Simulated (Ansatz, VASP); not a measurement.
# KSi3 in VASP and in Ansatz

```xyz
4
Lattice="-2.1001 2.1001 5.0599 2.1001 -2.1001 5.0599 2.1001 2.1001 -5.0599" Properties=species:S:1:pos:R:3 pbc="T T T"
K     0.0000    0.0000    0.0000
Si    0.0000    0.0000    3.8603
Si    0.0000    2.1001    2.5300
Si    0.0000    0.0000    6.2595
```

Alike in both runs: functional PBE; k mesh 16 × 16 × 16; occupations gaussian, width 0.1 eV; no spin polarisation.

Ansatz relaxed the structure, and its values are those at the end. VASP's run is a single point on that final structure, the one shown.

|  | VASP | Ansatz |
| --- | --- | --- |
| version | VASP 6.6.1 | Ansatz 0.2.0 |
| potentials or method | VASP PAW PBE potentials, release 64 (K_sv, Si), cutoff 520 eV | scalar-relativistic, plane waves, PAW |
| valence electrons in the cell | 21 | 21 |

|  | VASP | Ansatz | Ansatz less VASP |
| --- | --- | --- | --- |
| gap on the k mesh at the Fermi level (eV) | none | none | - |
| pressure (GPa) | 0.1 | 0.0 | -0.06 |

A gap of «none» marks a metal or a gap that the smearing closes.
